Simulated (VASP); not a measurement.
# SnO2 (R-3m) in VASP: single point with LDA

Aim: the single point of SnO2 with LDA.

All numbers are computed with VASP 6.6.1; they aren't measurements. Logs are shortened: lines on timing, memory, paths and dates and some standing lists are left out, and cuts for length are marked.

### Step 1. The cell of the first run

The structure is trigonal, space group R-3m (No. 166). The conventional cell has a = 3.234 Å, b = 3.234 Å, c = 14.402 Å, α = 90.00°, β = 90.00°, γ = 120.00°. Within 2.8 Å of Sn (site symmetry -3m) lie 6 O at 2.13 Å. Within 2.8 Å of O (site symmetry 3m) lie 3 Sn at 2.13 Å and 3 O at 2.76 Å.

### Step 2. Single point, LDA

Contents of INCAR:

```
PREC = Accurate
ENCUT = 600
EDIFF = 1E-6
ISMEAR = 0
SIGMA = 0.01
LREAL = False
LASPH = True
NELM = 120
ALGO = Normal
ISIF = 2
LWAVE = False
LCHARG = True
GGA = CA
LELF = True
LVHAR = True
NBANDS = 20
GGA_COMPAT = False
```

Contents of KPOINTS:

```
Automatic mesh
0
Gamma
  4 4 4
```

Contents of POSCAR:

```
SnO2
1.0
    5.1509550000      0.0000000000      0.0000000000
    4.1356132792      3.0706742284      0.0000000000
    4.1356132792      1.3674718942      2.7493746263
Sn O
1 2
Direct
    0.5000000000      0.5000000000      0.5000000000
    0.2371700000      0.2371700000      0.2371700000
    0.7628300000      0.7628300000      0.7628300000
```

Potentials or basis: VASP PAW LDA potentials, release 64 (Sn_d, O).

Run with:

```bash
cat potpaw_LDA.64/Sn_d/POTCAR potpaw_LDA.64/O/POTCAR > POTCAR
mpirun -np 1 vasp_std > vasp.out
```

OUTCAR:

```text
PREC = Accurate
   ENCUT = 600
   EDIFF = 1E-6
   ISMEAR = 0
   LREAL = False
   LASPH = True
   NELM = 120
   ISIF = 2
   GGA = CA

 ion  position               nearest neighbor table
   1  0.500  0.500  0.500-   2 2.13   3 2.13   2 2.13   3 2.13   2 2.13   3 2.13
   2  0.237  0.237  0.237-   1 2.13   1 2.13   1 2.13
   3  0.763  0.763  0.763-   1 2.13   1 2.13   1 2.13

  LATTYP: Found a trigonal (rhomboedric) cell.
 ALAT       =     5.1509550000
 COS(alpha) =     0.8028828206

  Lattice vectors:

 A1 = (   5.1509550000,   0.0000000000,   0.0000000000)
 A2 = (   4.1356132792,   3.0706742284,   0.0000000000)
 A3 = (   4.1356132792,   1.3674718942,   2.7493746263)

Analysis of symmetry for initial positions (statically):
=====================================================================
 Subroutine PRICEL returns:
 Original cell was already a primitive cell.

 Routine SETGRP: Setting up the symmetry group for a
 trigonal (rhombohedral) supercell.

 Subroutine GETGRP returns: Found 12 space group operations
 (whereof 12 operations were pure point group operations)
 out of a pool of 12 trial point group operations.

The static configuration has the point symmetry D_3d.

Analysis of symmetry for dynamics (positions and initial velocities):
=====================================================================
 Subroutine PRICEL returns:
 Original cell was already a primitive cell.

 Routine SETGRP: Setting up the symmetry group for a
 trigonal (rhombohedral) supercell.

 Subroutine GETGRP returns: Found 12 space group operations
 (whereof 12 operations were pure point group operations)
 out of a pool of 12 trial point group operations.

The dynamic configuration has the point symmetry D_3d.

 Subroutine INISYM returns: Found 12 space group operations
 (whereof 12 operations are pure point group operations),
 and found     1 'primitive' translations

----------------------------------------------------------------------------------------

                                     Primitive cell

  volume of cell :      43.4866

  direct lattice vectors                    reciprocal lattice vectors
     5.150955000  0.000000000  0.000000000     0.194138757 -0.261467926 -0.161976028
     4.135613279  3.070674228  0.000000000     0.000000000  0.325661378 -0.161976028
     4.135613279  1.367471894  2.749374626     0.000000000  0.000000000  0.363719076

  length of vectors
     5.150955000  5.150955000  5.150955000     0.363719076  0.363719076  0.363719076

  position of ions in fractional coordinates (direct lattice)
     0.500000000  0.500000000  0.500000000
     0.237170000  0.237170000  0.237170000
     0.762830000  0.762830000  0.762830000

  ion indices of the primitive-cell ions
   primitive index   ion index
                 1           1
                 2           2
                 3           3

----------------------------------------------------------------------------------------

 KPOINTS: Automatic mesh

Automatic generation of k-mesh.
 Grid dimensions read from file:
 generate k-points for:    4    4    4

 Generating k-lattice:

  Cartesian coordinates                     Fractional coordinates (reciprocal lattice)
     0.048534689 -0.065366981 -0.040494007     0.250000000  0.000000000  0.000000000
     0.000000000  0.081415344 -0.040494007     0.000000000  0.250000000  0.000000000
     0.000000000  0.000000000  0.090929769     0.000000000  0.000000000  0.250000000

  Length of vectors
     0.090929769  0.090929769  0.090929769

  Shift w.r.t. Gamma in fractional coordinates (k-lattice)
     0.000000000  0.000000000  0.000000000

 Subroutine IBZKPT returns following result:
 ===========================================

 Found     13 irreducible k-points:

 Following reciprocal coordinates:
            Coordinates               Weight
  0.000000  0.000000  0.000000      1.000000
  0.250000  0.000000 -0.000000      6.000000
  0.500000  0.000000 -0.000000      3.000000
  0.250000  0.250000 -0.000000      6.000000
  0.500000  0.250000 -0.000000     12.000000
 -0.250000  0.250000  0.000000      6.000000
  0.500000  0.500000 -0.000000      3.000000
  0.250000  0.250000  0.250000      2.000000
  0.500000  0.250000  0.250000      6.000000
 -0.250000  0.250000  0.250000      6.000000
  0.500000  0.500000  0.250000      6.000000
 -0.250000  0.500000  0.250000      6.000000
  0.500000  0.500000  0.500000      1.000000
   k-points           NKPTS =     13   k-points in BZ     NKDIM =     13   number of bands    NBANDS=     20
   number of dos      NEDOS =    301   number of ions     NIONS =      3
   total plane-waves  NPLWV =  74088
   dimension x,y,z NGX =    42 NGY =   42 NGZ =   42
   dimension x,y,z NGXF=    84 NGYF=   84 NGZF=   84
   ions per type =               1   2
   NGX,Y,Z   is equivalent  to a cutoff of  13.56, 13.56, 13.56 a.u.
   NGXF,Y,Z  is equivalent  to a cutoff of  27.11, 27.11, 27.11 a.u.
 SYSTEM =  unknown system
   PREC   = accura    normal or accurate (medium, high low for compatibility)
   ISTART =      0    job   : 0-new  1-cont  2-samecut
   ICHARG =      2    charge: 1-file 2-atom 10-const
   ISPIN  =      1    spin polarized calculation?
   LNONCOLLINEAR =      F non collinear calculations
   LSORBIT =      F    spin-orbit coupling
   LASPH  =      T    aspherical Exc in radial PAW
   ENCUT  =  600.0 eV  44.10 Ry    6.64 a.u.  10.29 10.29 10.29*2*pi/ulx,y,z
   NELM   =    120;   NELMIN=  2; NELMDL= -5     # of ELM steps
   EDIFF  = 0.1E-05   stopping-criterion for ELM
   LREAL  =      F    real-space projection
   EDIFFG = 0.1E-04   stopping-criterion for IOM
   NSW    =      0    number of steps for IOM
   IBRION =     -1    ionic relax: 0-MD 1-quasi-New 2-CG
   NFREE  =      0    steps in history (QN), initial steepest desc. (CG)
   ISIF   =      2    stress and relaxation
   ISYM   =      2    0-nonsym 1-usesym 2-fastsym
   POTIM  = 0.5000    time-step for ionic-motion
   TEBEG  =    0.0;   TEEND  =   0.0 temperature during run
   PSTRESS=    0.0 pullay stress
   NELECT =      26.0000    total number of electrons
   NUPDOWN=      -1.0000    fix difference up-down
   EMIN   =  10.00;   EMAX   =-10.00  energy-range for DOS
   EFERMI =   0.00;   METHOD = LEGACY
   ISMEAR =     0;   SIGMA  =   0.01  broadening in eV -4-tet -1-fermi 0-gaus
   EFERMI_NEDOS =   21; number of points for ismear=-14 and -15
   IALGO  =     38    algorithm
   IMIX   =      4    mixing-type and parameters
     AMIX     =   0.40;   BMIX     =  1.00
     AMIX_MAG =   1.60;   BMIX_MAG =  1.00
  volume/ion in A,a.u.               =      14.50        97.82
  Fermi-wavevector in a.u.,A,eV,Ry     =   1.379158  2.606231 25.879340  1.902078
  Thomas-Fermi vector in A             =   2.504154
   LORBIT       =      0    0 simple, 1 ext, 2 COOP (PROOUT), +10 PAW based schemes
   GGA     = CA    functional components
   LHFCALC =     F    Hartree Fock is set to
   AEXX    =    0.0000 exact exchange contribution
   IVDW    =     0    specifies the selected vdW correction
   LEPSILON=     F    determine dielectric tensor
   LRPA    =     F    only Hartree local field effects (RPA)
 non-spin polarized calculation
 Gauss-broadening in eV      SIGMA  =   0.01
  energy-cutoff  :      600.00
  volume of cell :       43.49
 maximum number of plane-waves:      1466
 NGX is ok and might be reduce to    42
   NGX = 21   NGY = 21   NGZ = 21

 number of electron      26.0000002 magnetization

 Free energy of the ion-electron system (eV)
  ---------------------------------------------------
  ext. energy  EPLUGINS =         0.00000000
  ---------------------------------------------------
  free energy    TOTEN  =       -20.42852885 eV

  energy without entropy =      -20.42852885  energy(sigma->0) =      -20.42852885

 E-fermi :   3.0943     XC(G=0): -10.5604

 val. band max:        2.9736448044   @ k =   0.5000   0.5000  -0.0000
 cond. band min:       4.7611511609   @ k =   0.0000   0.0000   0.0000
 fundamental gap:      1.7875063565
 Fermi energy:         3.0943266572

 k-point     1 :       0.0000    0.0000    0.0000
  band No.  band energies     occupation
      1     -16.9073      2.00000
      2     -16.7203      2.00000
      3     -16.7203      2.00000
      4     -16.5243      2.00000
      5     -16.5243      2.00000
      6     -14.7337      2.00000
[... 12 lines left out ...]
     19      19.9129      0.00000
     20      19.9141      0.00000

 k-point     2 :       0.2500    0.0000   -0.0000
  band No.  band energies     occupation
      1     -17.1268      2.00000
      2     -16.7016      2.00000
      3     -16.6336      2.00000
      4     -16.5814      2.00000
      5     -16.5014      2.00000
      6     -14.2503      2.00000
[... 12 lines left out ...]
     19      16.0618      0.00000
     20      19.6755      0.00000

 k-point     3 :       0.5000    0.0000   -0.0000
  band No.  band energies     occupation
      1     -17.4627      2.00000
      2     -16.6762      2.00000
      3     -16.6228      2.00000
      4     -16.4878      2.00000
      5     -16.3977      2.00000
      6     -13.4631      2.00000
[... 12 lines left out ...]
     19      15.8694      0.00000
     20      16.0838      0.00000

 k-point     4 :       0.2500    0.2500   -0.0000
  band No.  band energies     occupation
      1     -17.1259      2.00000
      2     -16.7010      2.00000
      3     -16.6334      2.00000
      4     -16.5819      2.00000
      5     -16.5013      2.00000
      6     -14.2476      2.00000
[... 176 lines left out ...]
 k-point    12 :      -0.2500    0.5000    0.2500
  band No.  band energies     occupation
      1     -17.2540      2.00000
      2     -16.8851      2.00000
      3     -16.5944      2.00000
      4     -16.5688      2.00000
      5     -16.4541      2.00000
      6     -13.1602      2.00000
[... 12 lines left out ...]
     19      16.6873      0.00000
     20      18.2708      0.00000

 k-point    13 :       0.5000    0.5000    0.5000
  band No.  band energies     occupation
      1     -16.9082      2.00000
      2     -16.7200      2.00000
      3     -16.7200      2.00000
      4     -16.5242      2.00000
      5     -16.5242      2.00000
      6     -14.6284      2.00000
[... 12 lines left out ...]
     19      19.0776      0.00000
     20      20.1157      0.00000

------------------------ aborting loop because EDIFF is reached ----------------------------------------

  FORCE on cell =-STRESS in cart. coord.  units (eV):
  Direction    XX          YY          ZZ          XY          YZ          ZX
  --------------------------------------------------------------------------------------
  -------------------------------------------------------------------------------------
  Total       -2.0687573     -2.4423304     -2.4705899      0.1386882      0.0284086      0.0859155
  in kB      -76.2192576    -89.9828158    -91.0239815      5.1096900      1.0466594      3.1653874
  external PRESSURE =     -85.7420183 kB  Pullay stress =       0.0000000 kB

 VOLUME and BASIS-vectors are now :
 -----------------------------------------------------------------------------
  energy-cutoff  :      600.00
  volume of cell :       43.49
      direct lattice vectors                 reciprocal lattice vectors
     5.150955000  0.000000000  0.000000000     0.194138757 -0.261467926 -0.161976028
     4.135613279  3.070674228  0.000000000     0.000000000  0.325661378 -0.161976028
     4.135613279  1.367471894  2.749374626     0.000000000  0.000000000  0.363719076

 POSITION                                       TOTAL-FORCE (eV/Angst)
 -----------------------------------------------------------------------------------
      6.71109      2.21907      1.37469         0.000000      0.000000      0.000000
      3.18334      1.05260      0.65207        -0.584573     -0.193293     -0.119743
     10.23884      3.38555      2.09731         0.584573      0.193293      0.119743
 -----------------------------------------------------------------------------------
    total drift:                               -0.000000     -0.000000     -0.000000

  FREE ENERGIE OF THE ION-ELECTRON SYSTEM (eV)
  ---------------------------------------------------
  free  energy   TOTEN  =       -20.4285288503 eV

  energy  without entropy=      -20.4285288503  energy(sigma->0) =      -20.42852885
```

Run time: 17 s. Hardware: 1 thread of Intel Xeon 6975P-C (Granite Rapids), shared host; peak memory 0.2 GiB.

What came out:

| Quantity | Value |
| --- | --- |
| Free energy | -20.4285 eV |
| Pressure | -8.6 GPa |
| Largest force | 0.627 eV/Å |
| Band gap on the k mesh | 1.79 eV, indirect (least direct gap 1.89 eV) |

Forces in eV/Å, atoms in the order of the input:
```
Sn   0.000  0.000  0.000
O   -0.585 -0.193 -0.120
O    0.585  0.193  0.120
```

Levels at points of the mesh, in eV from the valence-band top:
| k point | band 10 | band 11 | band 12 | band 13 | band 14 | band 15 | band 16 | band 17 |
| --- | --- | --- | --- | --- | --- | --- | --- | --- |
| (0.00, 0.00, 0.00) | -1.27 | -0.88 | -0.88 | -0.11 | 1.79 | 5.51 | 10.76 | 10.76 |
| (0.50, 0.00, 0.00) | -2.97 | -1.46 | -0.59 | -0.55 | 5.16 | 7.51 | 9.79 | 12.10 |
| (0.50, 0.50, 0.00) | -3.06 | -1.12 | -0.44 | 0.00 | 4.88 | 6.70 | 10.48 | 10.97 |
| (0.50, 0.50, 0.50) | -1.34 | -1.31 | -0.83 | -0.83 | 3.07 | 5.47 | 10.94 | 10.94 |

Caveat: the k points lie up to 0.57 Å⁻¹ apart; spin-orbit coupling is left out, which moves the levels of the heavy elements. A k mesh can miss the band edges.
